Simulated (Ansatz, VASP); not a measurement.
**TaN: VASP beside Ansatz**

```
CELL_PARAMETERS angstrom
0.00000 2.17900 2.17900
2.17900 0.00000 2.17900
2.17900 2.17900 0.00000
ATOMIC_POSITIONS crystal
Ta 0.50000 0.50000 0.50000
N 0.00000 0.00000 0.00000
```

Alike in both runs: task single point; functional r2SCAN; k mesh 7 × 7 × 7; occupations gaussian, width 0.05 eV; collinear spin; Hubbard terms Ta d U = 4.0 eV.

|  | VASP | Ansatz |
| --- | --- | --- |
| version | VASP 6.6.1 | Ansatz 0.2.0 |
| potentials or method | VASP PAW PBE potentials, release 64 (Ta_pv, N), cutoff 520 eV | scalar-relativistic, plane waves, PAW |
| valence electrons in the cell | 16 | 18 |

VASP gave:

```
gap on the k mesh at the Fermi level (eV)                     : none
pressure (GPa)                                                : 24.7
net moment per atom (μB)                                      : 0.00
size of the moment on the site where the two differ most (μB) : 0.00
```

Task: Estimate Ansatz's values.

Result: gap on the k mesh at the Fermi level (eV): none; pressure (GPa): 13.5; net moment per atom (μB): 0.08; size of the moment on the site where the two differ most (μB): 0.07.

VASP's potentials were made for PBE, not for r2SCAN. Site moments also hang on the region over which each program counts them. The programs project onto different local orbitals, so the same U acts differently, and such runs can settle in different states. A gap of «none» marks a metal or a gap that the smearing closes. VASP's potentials hold 16 valence electrons a cell and Ansatz's 18, so a difference there can come from the potentials and not from the codes. Ansatz's warnings: filled band counts differ across k points, seeded moment not kept, stability check not made.

Neither program's run includes spin-orbit coupling.
